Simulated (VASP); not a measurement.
# FePb (Pm-3m) in VASP: notebook

The runs below take FePb through single point, relaxation of cell and atoms, with PBE, r2SCAN.

Program: VASP 6.6.1. These are calculated values, not measurements. Logs are shortened: lines on timing, memory, paths and dates and some standing lists are left out, and cuts for length are marked.

## 1. The cell of the first run

The structure is cubic, space group Pm-3m (No. 221). Conventional cell: a = 3.261 Å, b = 3.261 Å, c = 3.261 Å, α = 90.00°, β = 90.00°, γ = 90.00°. Fe (site symmetry m-3m) has 8 Pb at 2.82 Å and 6 Fe at 3.26 Å within 3.7 Å. Pb (site symmetry m-3m) has 8 Fe at 2.82 Å and 6 Pb at 3.26 Å within 3.7 Å.

## 2. Single point, PBE

INCAR

```
SYSTEM = FePb
  PREC = Accurate
  ENCUT = 520
  EDIFF = 1E-6
  ISMEAR = 0
  SIGMA = 0.1
  LREAL = .False.
  LASPH = .True.
  NELM = 80
  ALGO = Normal
  ISIF = 2
  LWAVE = .False.
  LCHARG = .True.
  GGA = PE
  LELF = .True.
  LVHAR = .True.
  NBANDS = 18
```

KPOINTS

```
Automatic mesh
0
Gamma
  12 12 12
  0 0 0
```

POSCAR

```
FePb
1.0
    3.2609609790      0.0000000000      0.0000000000
    0.0000000000      3.2609609790      0.0000000000
    0.0000000000      0.0000000000      3.2609609790
Fe Pb
1 1
Direct
    0.0000000000      0.0000000000      0.0000000000
    0.5000000000      0.5000000000      0.5000000000
```

Potentials or basis: VASP PAW PBE potentials, release 64 (Fe, Pb_d).

Started as:

```console
$ cat potpaw_PBE.64/Fe/POTCAR potpaw_PBE.64/Pb_d/POTCAR > POTCAR
$ mpirun -np 1 vasp_std > vasp.out
```

OUTCAR:

```text
SYSTEM = FePb
   PREC = Accurate
   ENCUT = 520
   EDIFF = 1E-6
   ISMEAR = 0
   LREAL = .False.
   LASPH = .True.
   NELM = 80
   ISIF = 2
   GGA = PE

 ion  position               nearest neighbor table
   1  0.000  0.000  0.000-   2 2.82   2 2.82   2 2.82   2 2.82   2 2.82   2 2.82   2 2.82   2 2.82

   2  0.500  0.500  0.500-   1 2.82   1 2.82   1 2.82   1 2.82   1 2.82   1 2.82   1 2.82   1 2.82

  LATTYP: Found a simple cubic cell.
 ALAT       =     3.2609609790

  Lattice vectors:

 A1 = (   3.2609609790,   0.0000000000,   0.0000000000)
 A2 = (   0.0000000000,   3.2609609790,   0.0000000000)
 A3 = (   0.0000000000,   0.0000000000,   3.2609609790)

Analysis of symmetry for initial positions (statically):
=====================================================================
 Subroutine PRICEL returns:
 Original cell was already a primitive cell.

 Routine SETGRP: Setting up the symmetry group for a
 simple cubic supercell.

 Subroutine GETGRP returns: Found 48 space group operations
 (whereof 48 operations were pure point group operations)
 out of a pool of 48 trial point group operations.

The static configuration has the point symmetry O_h .

Analysis of symmetry for dynamics (positions and initial velocities):
=====================================================================
 Subroutine PRICEL returns:
 Original cell was already a primitive cell.

 Routine SETGRP: Setting up the symmetry group for a
 simple cubic supercell.

 Subroutine GETGRP returns: Found 48 space group operations
 (whereof 48 operations were pure point group operations)
 out of a pool of 48 trial point group operations.

The dynamic configuration has the point symmetry O_h .

 Subroutine INISYM returns: Found 48 space group operations
 (whereof 48 operations are pure point group operations),
 and found     1 'primitive' translations

----------------------------------------------------------------------------------------

                                     Primitive cell

  volume of cell :      34.6766

  direct lattice vectors                    reciprocal lattice vectors
     3.260960979  0.000000000  0.000000000     0.306658070  0.000000000  0.000000000
     0.000000000  3.260960979  0.000000000     0.000000000  0.306658070  0.000000000
     0.000000000  0.000000000  3.260960979     0.000000000  0.000000000  0.306658070

  length of vectors
     3.260960979  3.260960979  3.260960979     0.306658070  0.306658070  0.306658070

  position of ions in fractional coordinates (direct lattice)
     0.000000000  0.000000000  0.000000000
     0.500000000  0.500000000  0.500000000

  ion indices of the primitive-cell ions
   primitive index   ion index
                 1           1
                 2           2

----------------------------------------------------------------------------------------

 KPOINTS: Automatic mesh

Automatic generation of k-mesh.
 Grid dimensions read from file:
 generate k-points for:   12   12   12

 Generating k-lattice:

  Cartesian coordinates                     Fractional coordinates (reciprocal lattice)
     0.025554839  0.000000000  0.000000000     0.083333333  0.000000000  0.000000000
     0.000000000  0.025554839  0.000000000     0.000000000  0.083333333  0.000000000
     0.000000000  0.000000000  0.025554839     0.000000000  0.000000000  0.083333333

  Length of vectors
     0.025554839  0.025554839  0.025554839

  Shift w.r.t. Gamma in fractional coordinates (k-lattice)
     0.000000000  0.000000000  0.000000000

 Subroutine IBZKPT returns following result:
 ===========================================

 Found     84 irreducible k-points:

 Following reciprocal coordinates:
            Coordinates               Weight
  0.000000  0.000000  0.000000      1.000000
  0.083333  0.000000  0.000000      6.000000
  0.166667  0.000000  0.000000      6.000000
  0.250000  0.000000  0.000000      6.000000
  0.333333  0.000000  0.000000      6.000000
  0.416667  0.000000  0.000000      6.000000
[... 16 lines left out ...]
  0.333333  0.333333  0.000000     12.000000
  0.416667  0.333333  0.000000     24.000000
 [... further k-points ...]
   k-points           NKPTS =     84   k-points in BZ     NKDIM =     84   number of bands    NBANDS=     18
   number of dos      NEDOS =    301   number of ions     NIONS =      2
   total plane-waves  NPLWV =  13824
   dimension x,y,z NGX =    24 NGY =   24 NGZ =   24
   dimension x,y,z NGXF=    48 NGYF=   48 NGZF=   48
   ions per type =               1   1
   NGX,Y,Z   is equivalent  to a cutoff of  12.24, 12.24, 12.24 a.u.
   NGXF,Y,Z  is equivalent  to a cutoff of  24.47, 24.47, 24.47 a.u.
 SYSTEM =  FePb
   PREC   = accura    normal or accurate (medium, high low for compatibility)
   ISTART =      0    job   : 0-new  1-cont  2-samecut
   ICHARG =      2    charge: 1-file 2-atom 10-const
   ISPIN  =      1    spin polarized calculation?
   LNONCOLLINEAR =      F non collinear calculations
   LSORBIT =      F    spin-orbit coupling
   LASPH  =      T    aspherical Exc in radial PAW
   ENCUT  =  520.0 eV  38.22 Ry    6.18 a.u.   6.06  6.06  6.06*2*pi/ulx,y,z
   NELM   =     80;   NELMIN=  2; NELMDL= -5     # of ELM steps
   EDIFF  = 0.1E-05   stopping-criterion for ELM
   LREAL  =      F    real-space projection
   EDIFFG = 0.1E-04   stopping-criterion for IOM
   NSW    =      0    number of steps for IOM
   IBRION =     -1    ionic relax: 0-MD 1-quasi-New 2-CG
   NFREE  =      0    steps in history (QN), initial steepest desc. (CG)
   ISIF   =      2    stress and relaxation
   ISYM   =      2    0-nonsym 1-usesym 2-fastsym
   POTIM  = 0.5000    time-step for ionic-motion
   TEBEG  =    0.0;   TEEND  =   0.0 temperature during run
   PSTRESS=    0.0 pullay stress
   NELECT =      22.0000    total number of electrons
   NUPDOWN=      -1.0000    fix difference up-down
   EMIN   =  10.00;   EMAX   =-10.00  energy-range for DOS
   EFERMI =   0.00;   METHOD = LEGACY
   ISMEAR =     0;   SIGMA  =   0.10  broadening in eV -4-tet -1-fermi 0-gaus
   EFERMI_NEDOS =   21; number of points for ismear=-14 and -15
   IALGO  =     38    algorithm
   IMIX   =      4    mixing-type and parameters
     AMIX     =   0.40;   BMIX     =  1.00
     AMIX_MAG =   1.60;   BMIX_MAG =  1.00
  volume/ion in A,a.u.               =      17.34       117.00
  Fermi-wavevector in a.u.,A,eV,Ry     =   1.406706  2.658290 26.923519  1.978823
  Thomas-Fermi vector in A             =   2.529040
   LORBIT       =      0    0 simple, 1 ext, 2 COOP (PROOUT), +10 PAW based schemes
   GGA     = PE    functional components
   LHFCALC =     F    Hartree Fock is set to
   AEXX    =    0.0000 exact exchange contribution
   IVDW    =     0    specifies the selected vdW correction
   LEPSILON=     F    determine dielectric tensor
   LRPA    =     F    only Hartree local field effects (RPA)
 non-spin polarized calculation
 Gauss-broadening in eV      SIGMA  =   0.10
  energy-cutoff  :      520.00
  volume of cell :       34.68
 maximum number of plane-waves:       968
   NGX = 13   NGY = 13   NGZ = 13

 number of electron      21.9999993 magnetization

 Free energy of the ion-electron system (eV)
  ---------------------------------------------------
  ext. energy  EPLUGINS =         0.00000000
  ---------------------------------------------------
  free energy    TOTEN  =       -10.10955831 eV

  energy without entropy =      -10.10455312  energy(sigma->0) =      -10.10705571

 E-fermi :   8.8781     XC(G=0): -12.0974

 val. band max:        8.8766952996   @ k =   0.3333   0.3333   0.3333
 cond. band min:       8.9124692040   @ k =   0.5000   0.4167   0.4167
 fundamental gap:      0.0357739044
 Fermi energy:         8.8781242321

 k-point     1 :       0.0000    0.0000    0.0000
  band No.  band energies     occupation
      1      -8.3908      2.00000
      2      -8.3908      2.00000
      3      -7.8602      2.00000
      4      -7.8602      2.00000
      5      -7.8602      2.00000
      6      -3.6614      2.00000
[... 10 lines left out ...]
     17      18.3540      0.00000
     18      24.4522      0.00000

 k-point     2 :       0.0833    0.0000    0.0000
  band No.  band energies     occupation
      1      -8.3876      2.00000
      2      -8.3620      2.00000
      3      -7.8708      2.00000
      4      -7.8708      2.00000
      5      -7.8585      2.00000
      6      -3.5574      2.00000
[... 10 lines left out ...]
     17      18.9092      0.00000
     18      23.9963      0.00000

 k-point     3 :       0.1667    0.0000    0.0000
  band No.  band energies     occupation
      1      -8.3790      2.00000
      2      -8.2842      2.00000
      3      -7.8995      2.00000
      4      -7.8995      2.00000
      5      -7.8540      2.00000
      6      -3.2453      2.00000
[... 10 lines left out ...]
     17      20.5953      0.00000
     18      23.0324      0.00000

 k-point     4 :       0.2500    0.0000    0.0000
  band No.  band energies     occupation
      1      -8.3671      2.00000
      2      -8.1797      2.00000
      3      -7.9384      2.00000
      4      -7.9384      2.00000
      5      -7.8477      2.00000
      6      -2.7299      2.00000
[... 10 lines left out ...]
     17      22.0182      0.00000
     18      22.2679      0.00000

 k-point     5 :       0.3333    0.0000    0.0000
  band No.  band energies     occupation
      1      -8.3552      2.00000
      2      -8.0775      2.00000
      3      -7.9769      2.00000
      4      -7.9769      2.00000
      5      -7.8415      2.00000
      6      -2.0405      2.00000
[... 10 lines left out ...]
     17      20.8469      0.00000
     18      21.1362      0.00000

 k-point     6 :       0.4167    0.0000    0.0000
  band No.  band energies     occupation
      1      -8.3465      2.00000
      2      -8.0049      2.00000
      3      -8.0049      2.00000
      4      -8.0042      2.00000
      5      -7.8369      2.00000
      6      -1.2940      2.00000
[... 307 lines left out ...]
 k-point    21 :       0.4167    0.2500    0.0000
  band No.  band energies     occupation
      1      -8.2288      2.00000
      2      -8.1409      2.00000
      3      -8.0046      2.00000
      4      -7.9274      2.00000
      5      -7.8601      2.00000
      6      -0.5474      2.00000
[... 10 lines left out ...]
     17      19.9186      0.00000
     18      20.1980      0.00000

 k-point    22 :       0.5000    0.2500    0.0000
  band No.  band energies     occupation
      1      -8.2245      2.00000
      2      -8.1550      2.00000
      3      -8.0154      2.00000
      4      -7.9266      2.00000
      5      -7.8322      2.00000
      6      -0.2079      2.00000
[... 10 lines left out ...]
     17      19.4336      0.00000
     18      19.6234      0.00000

 k-point    23 :       0.3333    0.3333    0.0000
  band No.  band energies     occupation
      1      -8.2119      2.00000
      2      -8.1623      2.00000
      3      -7.9769      2.00000
      4      -7.9689      2.00000
      5      -7.8393      2.00000
      6      -0.6221      2.00000
[... 10 lines left out ...]
     17      20.3042      0.00000
     18      21.0320      0.00000

 k-point    24 :       0.4167    0.3333    0.0000
  band No.  band energies     occupation
      1      -8.2075      2.00000
      2      -8.1939      2.00000
      3      -8.0044      2.00000
      4      -7.9717      2.00000
      5      -7.7634      2.00000
      6      -0.0103      2.00000
[... 10 lines left out ...]
     17      19.7681      0.00000
     18      20.4084      0.00000

 [... further k-points ...]
[... 5 lines left out ...]
  --------------------------------------------------------------------------------------
  -------------------------------------------------------------------------------------
  Total       -0.0122894     -0.0122894     -0.0122894      0.0000000      0.0000000      0.0000000
  in kB       -0.5678107     -0.5678107     -0.5678107      0.0000000      0.0000000      0.0000000
  external PRESSURE =      -0.5678107 kB  Pullay stress =       0.0000000 kB

 VOLUME and BASIS-vectors are now :
 -----------------------------------------------------------------------------
  energy-cutoff  :      520.00
  volume of cell :       34.68
      direct lattice vectors                 reciprocal lattice vectors
     3.260960979  0.000000000  0.000000000     0.306658070  0.000000000  0.000000000
     0.000000000  3.260960979  0.000000000     0.000000000  0.306658070  0.000000000
     0.000000000  0.000000000  3.260960979     0.000000000  0.000000000  0.306658070

 POSITION                                       TOTAL-FORCE (eV/Angst)
 -----------------------------------------------------------------------------------
      0.00000      0.00000      0.00000         0.000000      0.000000      0.000000
      1.63048      1.63048      1.63048         0.000000      0.000000      0.000000
 -----------------------------------------------------------------------------------
    total drift:                                0.000000      0.000000     -0.000000

  FREE ENERGIE OF THE ION-ELECTRON SYSTEM (eV)
  ---------------------------------------------------
  free  energy   TOTEN  =       -10.1095583057 eV

  energy  without entropy=      -10.1045531170  energy(sigma->0) =      -10.10705571
```

It took 21 s on 1 thread of Intel Xeon Platinum 8488C (Sapphire Rapids), shared host; peak memory 0.18 GiB.

Results:

- Free energy: -10.1096 eV
- Pressure: -0.1 GPa
- Band gap on the k mesh: zero (bands 11 and 12 overlap by 0.22 eV)

Levels at points of the mesh, in eV from the Fermi level:
| k point | band 8 | band 9 | band 10 | band 11 | band 12 | band 13 | band 14 | band 15 |
| --- | --- | --- | --- | --- | --- | --- | --- | --- |
| (0.00, 0.00, 0.00) | -1.52 | -0.26 | -0.26 | -0.26 | 2.88 | 2.88 | 2.88 | 6.25 |
| (0.50, 0.00, 0.00) | -1.53 | -1.24 | -1.24 | -0.34 | 0.22 | 7.54 | 7.54 | 8.68 |
| (0.50, 0.50, 0.00) | -3.60 | -1.59 | -0.56 | -0.56 | 0.10 | 0.70 | 2.15 | 8.35 |
| (0.50, 0.50, 0.50) | -3.51 | -3.51 | 0.13 | 0.13 | 3.14 | 3.14 | 3.14 | 3.20 |

Caveat: spin-orbit coupling is left out, which moves the levels of the heavy elements; the run has no spin polarisation, though such a crystal can be magnetic. Spin polarisation is off, so any magnetic state and its effect on volume and gap are missing.

## 3. Single point, PBE

This run uses another cell than the first one, of 19.63 Å³/atom.

INCAR

```
PREC     = Accurate       # precision mode
ENCUT    = 520            # plane-wave cutoff, eV
EDIFF    = 1E-6           # SCF threshold, eV
ISMEAR   = 0              # smearing method
SIGMA    = 0.1            # smearing width, eV
LREAL    = False          # projectors in reciprocal space
LASPH    = True           # aspherical terms in the spheres
NELM     = 80             # most SCF steps
ALGO     = Fast           # electronic algorithm
ISIF     = 2              # what is computed and relaxed
LWAVE    = False          # write WAVECAR
LCHARG   = True           # write CHGCAR
GGA      = PE             # functional
LELF     = True           # ELF
LVHAR    = True         
NBANDS   = 18             # bands
```

KPOINTS

```
Automatic mesh
0
Gamma
  12 12 12
```

POSCAR

```
FePb
1.0
    3.3986417989      0.0000000000      0.0000000000
    0.0000000000      3.3986417989      0.0000000000
    0.0000000000      0.0000000000      3.3986417989
Fe Pb
1 1
Direct
    0.0000000000      0.0000000000      0.0000000000
    0.5000000000      0.5000000000      0.5000000000
```

Potentials or basis: VASP PAW PBE potentials, release 64 (Fe, Pb_d).

Started as:

```console
$ cat potpaw_PBE.64/Fe/POTCAR potpaw_PBE.64/Pb_d/POTCAR > POTCAR
$ mpirun -np 1 vasp_std > vasp.out
```

OUTCAR:

```text
PREC = Accurate
   ENCUT = 520
   EDIFF = 1E-6
   ISMEAR = 0
   LREAL = False
   LASPH = True
   NELM = 80
   ISIF = 2
   GGA = PE

 ion  position               nearest neighbor table
   1  0.000  0.000  0.000-   2 2.94   2 2.94   2 2.94   2 2.94   2 2.94   2 2.94   2 2.94   2 2.94

   2  0.500  0.500  0.500-   1 2.94   1 2.94   1 2.94   1 2.94   1 2.94   1 2.94   1 2.94   1 2.94

  LATTYP: Found a simple cubic cell.
 ALAT       =     3.3986417989

  Lattice vectors:

 A1 = (   3.3986417989,   0.0000000000,   0.0000000000)
[... 193 lines left out ...]
      6      -4.2187      2.00000
[... 481 lines left out ...]
      5      -9.1664      2.00000
      6      -1.0937      2.00000
[... 10 lines left out ...]
     17      17.7533      0.00000
     18      17.9929      0.00000

 [... further k-points ...]
[... 5 lines left out ...]
  --------------------------------------------------------------------------------------
  -------------------------------------------------------------------------------------
  Total       -2.4572067     -2.4572067     -2.4572067     -0.0000000     -0.0000000      0.0000000
  in kB     -100.2850247   -100.2850247   -100.2850247     -0.0000000     -0.0000000      0.0000000
  external PRESSURE =    -100.2850247 kB  Pullay stress =       0.0000000 kB

 VOLUME and BASIS-vectors are now :
 -----------------------------------------------------------------------------
  energy-cutoff  :      520.00
  volume of cell :       39.26
      direct lattice vectors                 reciprocal lattice vectors
     3.398641799  0.000000000  0.000000000     0.294235185  0.000000000  0.000000000
     0.000000000  3.398641799  0.000000000     0.000000000  0.294235185  0.000000000
     0.000000000  0.000000000  3.398641799     0.000000000  0.000000000  0.294235185

 POSITION                                       TOTAL-FORCE (eV/Angst)
 -----------------------------------------------------------------------------------
      0.00000      0.00000      0.00000         0.000000      0.000000      0.000000
      1.69932      1.69932      1.69932         0.000000      0.000000      0.000000
 -----------------------------------------------------------------------------------
    total drift:                                0.000000      0.000000      0.000000

  FREE ENERGIE OF THE ION-ELECTRON SYSTEM (eV)
  ---------------------------------------------------
  free  energy   TOTEN  =        -9.9480487055 eV

  energy  without entropy=       -9.9398790986  energy(sigma->0) =       -9.94396390
```

OSZICAR:

```text
N       E                     dE             d eps       ncg     rms          rms(c)
DAV:   1     0.184249112970E+03    0.18425E+03   -0.11078E+04  3088   0.155E+03
DAV:   2    -0.750783738818E+00   -0.18500E+03   -0.17950E+03  3032   0.340E+02
DAV:   3    -0.105924978610E+02   -0.98417E+01   -0.97111E+01  3506   0.976E+01
DAV:   4    -0.108231378655E+02   -0.23064E+00   -0.23048E+00  3564   0.159E+01
DAV:   5    -0.108323571117E+02   -0.92192E-02   -0.92188E-02  3802   0.298E+00    0.878E+00
RMM:   6    -0.140979269817E+02   -0.32656E+01   -0.13291E+01  3277   0.351E+01    0.213E+01
RMM:   7    -0.995997810780E+01    0.41379E+01   -0.42968E+00  3191   0.216E+01    0.158E+00
RMM:   8    -0.995107872358E+01    0.88994E-02   -0.67831E-02  3641   0.247E+00    0.779E-01
RMM:   9    -0.995670436425E+01   -0.56256E-02   -0.46833E-02  3490   0.164E+00    0.892E-01
RMM:  10    -0.994815277999E+01    0.85516E-02   -0.12701E-02  3523   0.164E+00    0.137E-01
RMM:  11    -0.994824048412E+01   -0.87704E-04   -0.14911E-03  3861   0.380E-01    0.131E-01
RMM:  12    -0.994805594314E+01    0.18454E-03   -0.48055E-04  3548   0.284E-01    0.276E-02
RMM:  13    -0.994804970017E+01    0.62430E-05   -0.12766E-04  4449   0.144E-01    0.183E-02
RMM:  14    -0.994804962657E+01    0.73600E-07   -0.45870E-05  4834   0.664E-02    0.825E-03
RMM:  15    -0.994804870552E+01    0.92105E-06   -0.52189E-06  3311   0.200E-02
   1 F= -.99480487E+01 E0= -.99439639E+01  d E =-.816961E-02
```

stdout:

```text
POSCAR found type information on POSCAR FePb
 POSCAR found :  2 types and       2 ions
 scaLAPACK will be used
 LDA part: xc-table for (Slater+PW92), standard interpolation
 POSCAR, INCAR and KPOINTS ok, starting setup
 FFT: planning ... GRIDC
 FFT: planning ... GRID_SOFT
 FFT: planning ... GRID
 WAVECAR not read
 entering main loop
```

Wall time 47 s (1 thread of Intel Xeon Platinum 8488C (Sapphire Rapids), shared host); peak memory 0.2 GiB.

What came out:

```
Free energy            : -9.9480 eV
Pressure               : -10.0 GPa
Band gap on the k mesh : zero (bands 11 and 12 overlap by 0.26 eV)
```

Caveat: the cell stands under tension; spin-orbit coupling is left out, which moves the levels of the heavy elements; the run has no spin polarisation, though such a crystal can be magnetic.

[end of part 1 of 2]
